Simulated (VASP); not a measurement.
# Ga4CN4 in VASP: a series of runs

Ga4CN4 is run at these levels: PBE; tasks: single point.

Program: VASP 6.6.1. These are calculated values, not measurements. Logs are shortened: lines on timing, memory, paths and dates and some standing lists are left out, and cuts for length are marked.

## (1) The cell of the first run

The cell holds a slab with vacuum, 9 atoms: a = 3.219 Å, b = 5.243 Å, c = 19.191 Å, α = 90.00°, β = 90.00°, γ = 90.00°.

## (2) Single point, PBE, collinear spin

INCAR

```
PREC = Accurate
ENCUT = 520
EDIFF = 1E-6
ISMEAR = 0
SIGMA = 0.05
LREAL = False
LASPH = True
NELM = 150
ALGO = Fast
ISIF = 2
LWAVE = False
LCHARG = False
ISPIN = 2
MAGMOM = 0 0 0 0 0 0 0 0 2
LORBIT = 11
LDIPOL = True
IDIPOL = 3
DIPOL = 0.5 0.5 0.325
GGA = PE
NBANDS = 52
```

KPOINTS

```
regular mesh
0
Gamma
  8 5 1
```

POSCAR

```
Ga4CN4
1.0
    3.2186527183      0.0000000000      0.0000000000
    0.0000000000      5.2434880756      0.0000000000
    0.0000000000      0.0000000000     19.1910778357
Ga N C
4 4 1
Direct
    0.0000000000      0.0008659247      0.2084301900
    0.5000000000      0.5008659247      0.2568456576
    0.5000000000      0.9918618151      0.3610150165
    0.0000000000      0.4623164221      0.3897090822
    0.0000000000      0.6241340753      0.2084301900
    0.5000000000      0.1241340753      0.2568456576
    0.5000000000      0.6214454689      0.3602829978
    0.0000000000      0.1155219640      0.4007632037
    0.5000000000      0.2821886307      0.4849936219
```

Potentials or basis: VASP PAW PBE potentials, release 64 (Ga_d, N, C).

Launch:

```console
$ cat potpaw_PBE.64/Ga_d/POTCAR potpaw_PBE.64/N/POTCAR potpaw_PBE.64/C/POTCAR > POTCAR
$ mpirun -np 1 vasp_std > vasp.out
```

OUTCAR:

```text
PREC = Accurate
   ENCUT = 520
   EDIFF = 1E-6
   ISMEAR = 0
   LREAL = False
   LASPH = True
   NELM = 150
   ISIF = 2
   ISPIN = 2
   LORBIT = 11
   GGA = PE

 ion  position               nearest neighbor table
   1  0.000  0.001  0.208-   6 1.97   6 1.97   5 1.98
   2  0.500  0.501  0.257-   5 1.97   5 1.97   6 1.98   7 2.08
   3  0.500  0.992  0.361-   8 1.90   8 1.90   7 1.94   6 2.12
   4  0.000  0.462  0.390-   8 1.83   7 1.90   7 1.90
   5  0.000  0.624  0.208-   2 1.97   2 1.97   1 1.98
   6  0.500  0.124  0.257-   1 1.97   1 1.97   2 1.98   3 2.12
   7  0.500  0.621  0.360-   4 1.90   4 1.90   3 1.94   2 2.08
   8  0.000  0.116  0.401-   4 1.83   3 1.90   3 1.90
   9  0.500  0.282  0.485-

  LATTYP: Found a simple orthorhombic cell.
 ALAT       =     3.2186527183
 B/A-ratio  =     1.6290940758
 C/A-ratio  =     5.9624568151

  Lattice vectors:

 A1 = (   3.2186527183,   0.0000000000,   0.0000000000)
 A2 = (   0.0000000000,   5.2434880756,   0.0000000000)
 A3 = (   0.0000000000,   0.0000000000,  19.1910778357)

Analysis of symmetry for initial positions (statically):
=====================================================================
 Subroutine PRICEL returns:
 Original cell was already a primitive cell.

 Routine SETGRP: Setting up the symmetry group for a
 simple orthorhombic supercell.

 Subroutine GETGRP returns: Found  2 space group operations
 (whereof  2 operations were pure point group operations)
 out of a pool of  8 trial point group operations.

The static configuration has the point symmetry C_1h.

Analysis of symmetry for dynamics (positions and initial velocities):
=====================================================================
 Subroutine PRICEL returns:
 Original cell was already a primitive cell.

 Routine SETGRP: Setting up the symmetry group for a
 simple orthorhombic supercell.

 Subroutine GETGRP returns: Found  2 space group operations
 (whereof  2 operations were pure point group operations)
 out of a pool of  8 trial point group operations.

The dynamic configuration has the point symmetry C_1h.

Analysis of structural, dynamic, and magnetic symmetry:
=====================================================================
 Subroutine PRICEL returns:
 Original cell was already a primitive cell.

 Routine SETGRP: Setting up the symmetry group for a
 simple orthorhombic supercell.

 Subroutine GETGRP returns: Found  2 space group operations
 (whereof  2 operations were pure point group operations)
 out of a pool of  8 trial point group operations.

The overall configuration has the point symmetry C_1h.

 Subroutine INISYM returns: Found  2 space group operations
 (whereof  2 operations are pure point group operations),
 and found     1 'primitive' translations

----------------------------------------------------------------------------------------

                                     Primitive cell

  volume of cell :     323.8872

  direct lattice vectors                    reciprocal lattice vectors
     3.218652718  0.000000000  0.000000000     0.310689002  0.000000000  0.000000000
     0.000000000  5.243488076  0.000000000     0.000000000  0.190712744  0.000000000
     0.000000000  0.000000000 19.191077836     0.000000000  0.000000000  0.052107548

  length of vectors
     3.218652718  5.243488076 19.191077836     0.310689002  0.190712744  0.052107548

  position of ions in fractional coordinates (direct lattice)
     0.000000000  0.000865925  0.208430190
     0.500000000  0.500865925  0.256845658
     0.500000000  0.991861815  0.361015016
     0.000000000  0.462316422  0.389709082
     0.000000000  0.624134075  0.208430190
     0.500000000  0.124134075  0.256845658
     0.500000000  0.621445469  0.360282998
     0.000000000  0.115521964  0.400763204
     0.500000000  0.282188631  0.484993622

  ion indices of the primitive-cell ions
   primitive index   ion index
                 1           1
                 2           2
                 3           3
                 4           4
                 5           5
                 6           6
                 7           7
                 8           8
                 9           9

----------------------------------------------------------------------------------------

 KPOINTS: regular mesh
[... 57 lines left out ...]
   NELM   =    150;   NELMIN=  2; NELMDL= -5     # of ELM steps
   EDIFF  = 0.1E-05   stopping-criterion for ELM
   LREAL  =      F    real-space projection
   EDIFFG = 0.1E-04   stopping-criterion for IOM
   NSW    =      0    number of steps for IOM
   IBRION =     -1    ionic relax: 0-MD 1-quasi-New 2-CG
   NFREE  =      0    steps in history (QN), initial steepest desc. (CG)
   ISIF   =      2    stress and relaxation
   ISYM   =      2    0-nonsym 1-usesym 2-fastsym
   POTIM  = 0.5000    time-step for ionic-motion
   TEBEG  =    0.0;   TEEND  =   0.0 temperature during run
   PSTRESS=    0.0 pullay stress
   NELECT =      76.0000    total number of electrons
   NUPDOWN=      -1.0000    fix difference up-down
   EMIN   =  10.00;   EMAX   =-10.00  energy-range for DOS
   EFERMI =   0.00;   METHOD = LEGACY
   ISMEAR =     0;   SIGMA  =   0.05  broadening in eV -4-tet -1-fermi 0-gaus
   EFERMI_NEDOS =   21; number of points for ismear=-14 and -15
   IALGO  =     68    algorithm
   IMIX   =      4    mixing-type and parameters
     AMIX     =   0.40;   BMIX     =  1.00
     AMIX_MAG =   1.60;   BMIX_MAG =  1.00
  volume/ion in A,a.u.               =      35.99       242.86
  Fermi-wavevector in a.u.,A,eV,Ry     =   1.009752  1.908155 13.872491  1.019599
  Thomas-Fermi vector in A             =   2.142700
   LORBIT       =     11    0 simple, 1 ext, 2 COOP (PROOUT), +10 PAW based schemes
   GGA     = PE    functional components
   LHFCALC =     F    Hartree Fock is set to
   AEXX    =    0.0000 exact exchange contribution
   IVDW    =     0    specifies the selected vdW correction
   LEPSILON=     F    determine dielectric tensor
   LRPA    =     F    only Hartree local field effects (RPA)
 spin polarized calculation
 RMM-DIIS sequential band-by-band and
 Gauss-broadening in eV      SIGMA  =   0.05
  energy-cutoff  :      520.00
  volume of cell :      323.89
 maximum number of plane-waves:      8776
 NGX is ok and might be reduce to    24
   NGX = 11   NGY = 19   NGZ = 71

 dipolmoment           0.000000      0.000000     -0.015696 electrons x Angstroem

 number of electron      75.9999999 magnetization       1.9591003

 dipolmoment           0.000000      0.000000      0.118303 electrons x Angstroem

 Free energy of the ion-electron system (eV)
  ---------------------------------------------------
  ext. energy  EPLUGINS =         0.00000000
  ---------------------------------------------------
  free energy    TOTEN  =       -47.26412041 eV

  energy without entropy =      -47.26267325  energy(sigma->0) =      -47.26339683

 E-fermi :  -1.4462     XC(G=0):  -4.5595

 val. band max:       -1.4782683359   @ k =   0.0000   0.0000   0.0000
 cond. band min:      -1.3377356722   @ k =   0.5000   0.4000   0.0000
 fundamental gap:      0.1405326637
 Fermi energy:        -1.4461722883

 spin component 1

 k-point     1 :       0.0000    0.0000    0.0000
  band No.  band energies     occupation
      1     -18.5368      1.00000
      2     -17.8423      1.00000
      3     -17.6710      1.00000
      4     -16.8435      1.00000
      5     -16.4092      1.00000
      6     -16.3902      1.00000
[... 784 lines left out ...]
     49       5.7413      0.00000
     50       6.3170      0.00000
 Fermi energy:        -1.4461722883

 spin component 2

 k-point     1 :       0.0000    0.0000    0.0000
  band No.  band energies     occupation
      1     -18.4461      1.00000
      2     -17.7802      1.00000
      3     -17.6652      1.00000
      4     -16.8322      1.00000
      5     -16.3952      1.00000
      6     -16.3855      1.00000
[... 784 lines left out ...]
     49       5.7993      0.00000
     50       6.3760      0.00000
 [bands above 50 left out]

------------------------ aborting loop because EDIFF is reached ----------------------------------------

 vacuum level on the upper side and lower side of the slab       (xc-potential included)         0.545        -0.626

  FORCE on cell =-STRESS in cart. coord.  units (eV):
  Direction    XX          YY          ZZ          XY          YZ          ZX
  --------------------------------------------------------------------------------------
  -------------------------------------------------------------------------------------
  Total       -0.2264040      0.8091523     -2.1134035      0.0000000      1.0584654      0.0000000
  in kB       -1.1199561      4.0026449    -10.4544029      0.0000000      5.2359260      0.0000000
  external PRESSURE =      -2.5239047 kB  Pullay stress =       0.0000000 kB

 VOLUME and BASIS-vectors are now :
 -----------------------------------------------------------------------------
  energy-cutoff  :      520.00
  volume of cell :      323.89
      direct lattice vectors                 reciprocal lattice vectors
     3.218652718  0.000000000  0.000000000     0.310689002  0.000000000  0.000000000
     0.000000000  5.243488076  0.000000000     0.000000000  0.190712744  0.000000000
     0.000000000  0.000000000 19.191077836     0.000000000  0.000000000  0.052107548

 POSITION                                       TOTAL-FORCE (eV/Angst)
 -----------------------------------------------------------------------------------
      0.00000      0.00454      4.00000         0.000000     -1.725288      1.706777
      1.60933      2.62628      4.92915         0.000000      1.045407     -1.643592
      1.60933      5.20082      6.92827         0.000000     -0.717260     -0.417140
      0.00000      2.42415      7.47894         0.000000      0.857556      1.074982
      0.00000      3.27264      4.00000         0.000000      0.531115      0.684022
      1.60933      0.65090      4.92915         0.000000      0.277724     -0.570511
      1.60933      3.25854      6.91422         0.000000      0.152363     -0.670886
      0.00000      0.60574      7.69108         0.000000     -0.455900     -0.188973
      1.60933      1.47965      9.30755         0.000000      0.034283      0.025320
 -----------------------------------------------------------------------------------
    total drift:                                0.000000      0.002443     -0.000396

  FREE ENERGIE OF THE ION-ELECTRON SYSTEM (eV)
  ---------------------------------------------------
  free  energy   TOTEN  =       -47.2641204129 eV

  energy  without entropy=      -47.2626732522  energy(sigma->0) =      -47.26339683

 vacuum level on the upper side and lower side of the slab         4.142         2.881

 total charge

# of ion       s       p       d       tot
------------------------------------------
    1        0.843   0.710  10.086  11.639
    2        0.791   0.825  10.141  11.758
    3        0.796   0.859  10.174  11.828
    4        0.827   0.876  10.172  11.874
    5        1.249   2.371   0.000   3.620
    6        1.248   2.429   0.000   3.678
    7        1.237   2.497   0.000   3.734
    8        1.256   2.447   0.000   3.703
    9        1.044   0.977   0.000   2.022
--------------------------------------------------
tot          9.291  13.990  40.573  63.854

 magnetization (x)

# of ion       s       p       d       tot
------------------------------------------
    1        0.004   0.006   0.000   0.010
    2        0.000   0.003   0.002   0.006
    3        0.014   0.011   0.005   0.029
    4       -0.005   0.017   0.017   0.029
    5        0.000   0.016   0.000   0.016
    6        0.002  -0.001   0.000   0.001
    7        0.006   0.053   0.000   0.059
    8        0.016   0.042   0.000   0.058
    9        0.037   0.798   0.000   0.835
--------------------------------------------------
tot          0.075   0.944   0.024   1.043
```

Wall time 15 min (1 thread of Oxide Virtual Turin-like, shared host); peak memory 0.61 GiB.

Results:

```yaml
Free_energy: -47.2641 eV
Largest_force: 2.427 eV/Å
Net_moment: 1.96 μB per cell
Site_moments: Ga +0.01, +0.03 (each value once); N +0.02, +0.00, +0.06 (each value once); C +0.83 μB
Valence_electrons_inside_the_program's_atomic_spheres: Ga 11.64, 11.76, 11.83, 11.87; N 3.62, 3.68, 3.73, 3.70; C 2.02
```

Forces in eV/Å, atoms in the order of the input:
```
Ga   0.000 -1.725  1.707
Ga   0.000  1.045 -1.644
Ga   0.000 -0.717 -0.417
Ga   0.000  0.858  1.075
N    0.000  0.531  0.684
N    0.000  0.278 -0.571
N    0.000  0.152 -0.671
N    0.000 -0.456 -0.189
C    0.000  0.034  0.025
```

Levels at points of the mesh, in eV from the Fermi level:
Spin up:
| k point | band 36 | band 37 | band 38 | band 39 | band 40 | band 41 | band 42 | band 43 |
| --- | --- | --- | --- | --- | --- | --- | --- | --- |
| (0.00, 0.00, 0.00) | -1.43 | -0.86 | -0.81 | -0.52 | 0.53 | 0.65 | 2.14 | 3.80 |
| (0.50, 0.00, 0.00) | -2.59 | -1.28 | -0.71 | -0.38 | 0.14 | 1.28 | 2.97 | 4.37 |
Spin down:
| k point | band 34 | band 35 | band 36 | band 37 | band 38 | band 39 | band 40 | band 41 |
| --- | --- | --- | --- | --- | --- | --- | --- | --- |
| (0.00, 0.00, 0.00) | -2.01 | -1.81 | -1.18 | -0.83 | -0.03 | 0.97 | 1.30 | 2.49 |
| (0.50, 0.00, 0.00) | -3.45 | -2.67 | -2.44 | -1.24 | 0.59 | 1.41 | 1.74 | 1.81 |

## (3) Single point, PBE, collinear spin

INCAR

```
ALGO = Fast
DIPOL = 0.5 0.5 0.327
EDIFF = 1E-6
ENCUT = 520
GGA = PE
IDIPOL = 3
ISIF = 2
ISMEAR = 0
ISPIN = 2
LASPH = T
LCHARG = F
LDIPOL = T
LORBIT = 11
LREAL = F
LWAVE = F
MAGMOM = 0 0 0 0 0 0 0 0 2
NBANDS = 52
NELM = 150
PREC = Accurate
SIGMA = 0.05
```

KPOINTS

```
k-points
0
Gamma
  8 5 1
```

Edit POSCAR of step 2 so:

```diff
@@ -16,2 +16,2 @@
     0.0000000000      0.1155219640      0.4007632037
-    0.5000000000      0.2821886307      0.4849936219
+    0.0000000000      0.4488552974      0.4989696229
```

Potentials or basis: VASP PAW PBE potentials, release 64 (Ga_d, N, C).

Launch:

```console
$ cat potpaw_PBE.64/Ga_d/POTCAR potpaw_PBE.64/N/POTCAR potpaw_PBE.64/C/POTCAR > POTCAR
$ mpirun -np 1 vasp_std > vasp.out
```

Wall time 27 min (1 thread of Oxide Virtual Turin-like, shared host); peak memory 0.61 GiB.

It converged, with:

* Free energy: -47.5614 eV
* Largest force: 2.489 eV/Å
* Band gap on the k mesh: zero (filled and empty bands overlap)
* Net moment: 2.00 μB per cell
* Site moments: Ga +0.01, +0.00, +0.08 (each value once); N +0.02, -0.01, +0.07, -0.05; C +0.93 μB
* Valence electrons inside the program's atomic spheres: Ga 11.64, 11.76, 11.82, 11.98; N 3.62, 3.68, 3.73, 3.70; C 2.05

Forces in eV/Å, atoms in the order of the input:
```
Ga   0.000 -1.754  1.766
Ga   0.000  1.073 -1.441
Ga   0.000 -0.515  0.038
Ga   0.000  1.333  0.664
N    0.000  0.569  0.604
N    0.000  0.257 -0.660
N    0.000 -0.006 -0.987
N    0.000 -0.379  0.013
C    0.000 -0.577  0.003
```

Levels at points of the mesh, in eV from the Fermi level:
Spin up:
| k point | band 36 | band 37 | band 38 | band 39 | band 40 | band 41 | band 42 | band 43 |
| --- | --- | --- | --- | --- | --- | --- | --- | --- |
| (0.00, 0.00, 0.00) | -1.39 | -0.58 | -0.52 | -0.21 | 0.27 | 0.82 | 2.99 | 4.09 |
| (0.50, 0.00, 0.00) | -1.88 | -1.69 | -1.32 | -0.91 | 0.22 | 1.59 | 4.65 | 4.70 |
Spin down:
```tsv
k point	band 35	band 36	band 37	band 38	band 39	band 40
(0.00, 0.00, 0.00)	-1.43	-0.85	-0.49	0.08	0.96	1.38
(0.50, 0.00, 0.00)	-1.96	-1.74	-0.91	0.60	0.65	1.55
```

The gap in the log of VASP goes by the Fermi energy; the results here count the filled bands.